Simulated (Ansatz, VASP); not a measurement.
## TiSi16 in VASP and in Ansatz

```
Si Ti
1.0
     0.00000    5.43000    5.43000
     5.43000    0.00000    5.43000
     5.43000    5.43000    0.00000
Si Ti
16 1
Direct
  0.98794 0.00690 0.99726
  0.10888 0.14025 0.12505
  0.98799 0.00676 0.50719
  0.12384 0.12477 0.62529
  0.98485 0.50463 0.00502
  0.10896 0.62470 0.12515
  0.98792 0.49674 0.50739
  0.10897 0.62458 0.64067
  0.48979 0.00816 0.00070
  0.61396 0.12705 0.13078
  0.49507 0.00111 0.50157
  0.61398 0.12704 0.62753
  0.48982 0.50022 0.00068
  0.62107 0.62572 0.12630
  0.48980 0.50020 0.50867
  0.61394 0.63033 0.62754
  0.23621 0.75413 0.25455
```

Alike in both runs: functional LDA; k mesh 2 × 2 × 2; occupations fermi-dirac, width 0.02 eV; no spin polarisation.

Ansatz relaxed the structure, and its values are those at the end. VASP's run is a single point on that final structure, the one shown.

```csv
,VASP,Ansatz
version,VASP 6.6.1,Ansatz 0.2.0
potentials or method,"VASP PAW LDA potentials, release 64 (Si, Ti_sv), cutoff 520 eV","scalar-relativistic, plane waves, PAW"
valence electrons in the cell,76,76
```

```csv
,VASP,Ansatz,Ansatz less VASP
rms of the force components (eV/Å),0.034,0.032,-0.0025
```

Ansatz warns that its potentials were made for another functional, while VASP's fit it. LDA's correlation is that of Perdew and Zunger in VASP and of Perdew and Wang (1992) in Ansatz.

The k mesh is coarse, so the values compare programs but aren't converged.
